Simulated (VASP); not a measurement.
Wanted: the native input for a VASP 6.6.1 run.

```yaml
Task: single point
Functional: PBEsol
Potentials_or_basis: VASP PAW PBE potentials, release 64 (Se)
Cutoff: 520 eV
k_mesh: 6 × 6 × 6
Occupations: gaussian, width 0.02 eV
Spin: no spin polarisation
Dipole_correction: no
k_mesh_for_the_DOS: 9 × 9 × 9
Occupations_for_the_DOS: tetrahedron
Further_INCAR_settings: ALGO = Normal; EDIFF = 1e-06; NBANDS = 27
```

Se:

```
Se
1.0
     5.35146    3.08967    1.52222
    -5.35146    3.08967    1.52222
     0.00000   -6.17934    1.52222
Se
6
Cartesian
  0.7243 -4.1663 2.0988
  3.2460 2.7104 2.0988
  -3.9703 1.4559 2.0988
  -0.7243 4.1663 2.4679
  -3.2460 -2.7104 2.4679
  3.9703 -1.4559 2.4679
```

These files were run (other wordings do the same):

POSCAR

```
Se
1.0
    5.3514623827      3.0896682472      1.5222232923
   -5.3514623827      3.0896682472      1.5222232923
    0.0000000000     -6.1793364945      1.5222232922
Se
6
Direct
    0.3025245758      0.1671748821      0.9090848794
    0.9090848794      0.3025245758      0.1671748821
    0.1671748821      0.9090848794      0.3025245758
    0.6974754242      0.8328251179      0.0909151206
    0.0909151206      0.6974754242      0.8328251179
    0.8328251179      0.0909151206      0.6974754242
```

INCAR.step1

```
SYSTEM = Se
PREC = Accurate ; ENCUT = 520
EDIFF = 1E-6 ; ISMEAR = 0
SIGMA = 0.02 ; LREAL = .False.
LASPH = .True. ; NELM = 100
ALGO = Normal ; ISIF = 2
LWAVE = .False. ; LCHARG = .True.
GGA = PS ; NBANDS = 27
```

KPOINTS.step1

```
regular mesh
0
Gamma
  6 6 6
  0 0 0
```

INCAR.step2

```
SYSTEM = Se
PREC = Accurate ; ENCUT = 520
EDIFF = 1E-6 ; ISMEAR = -5
SIGMA = 0.02 ; LREAL = .False.
LASPH = .True. ; NELM = 100
ALGO = Normal ; ISIF = 2
LWAVE = .False. ; LCHARG = .False.
GGA = PS ; LORBIT = 11
NBANDS = 27 ; NEDOS = 2001
ICHARG = 11
```

KPOINTS.step2

```
regular mesh
0
Gamma
  9 9 9
  0 0 0
```

Potentials or basis: VASP PAW PBE potentials, release 64 (Se).

Run with:

```bash
$ cat potpaw_PBE.64/Se/POTCAR > POTCAR
$ cp INCAR.step1 INCAR
$ cp KPOINTS.step1 KPOINTS
$ mpirun -np 1 vasp_std > vasp.out
$ cp INCAR.step2 INCAR
$ cp KPOINTS.step2 KPOINTS
$ mpirun -np 1 vasp_std > vasp.out
```

Results of the run:

```yaml
Valence_electrons_inside_the_program's_atomic_spheres: Se 3.72
```

Run time: 11 min on 1 thread of Oxide Virtual Turin-like Processor, with other jobs on the host, peak memory 0.51 GiB.
